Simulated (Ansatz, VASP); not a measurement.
**Mg3Cd2Te3 in VASP and in Ansatz**

```xyz
8
Lattice="6.0807 0.0000 0.0000 0.0000 6.0807 0.0000 0.0000 0.0000 6.0807" Properties=species:S:1:pos:R:3 pbc="T T T"
Mg    0.0000    3.0404    3.0404
Mg    3.0404    0.0000    3.0404
Mg    3.0404    3.0404    0.0000
Cd    3.0404    3.0404    3.0404
Cd    0.0000    0.0000    0.0000
Te    3.0404    0.0000    0.0000
Te    0.0000    3.0404    0.0000
Te    0.0000    0.0000    3.0404
```

Alike in both runs: functional PBE; k mesh 3 × 3 × 3; occupations gaussian, width 0.2 eV; no spin polarisation.

Ansatz relaxed the structure, and its values are those at the end. VASP's run is a single point on that final structure, the one shown.

|  | VASP | Ansatz |
| --- | --- | --- |
| version | VASP 6.6.1 | Ansatz 0.2.0 |
| potentials or method | VASP PAW PBE potentials, release 64 (Mg, Cd, Te), cutoff 520 eV | scalar-relativistic, plane waves, PAW |
| valence electrons in the cell | 48 | 118 |

|  | VASP | Ansatz | Ansatz less VASP |
| --- | --- | --- | --- |
| gap on the k mesh at the Fermi level (eV) | none | none | - |
| pressure (GPa) | -0.7 | -0.7 | -0.01 |

A gap of «none» marks a metal or a gap that the smearing closes. VASP's potentials hold 48 valence electrons a cell and Ansatz's 118, so a difference there can come from the potentials and not from the codes.

Spin-orbit coupling is off throughout.
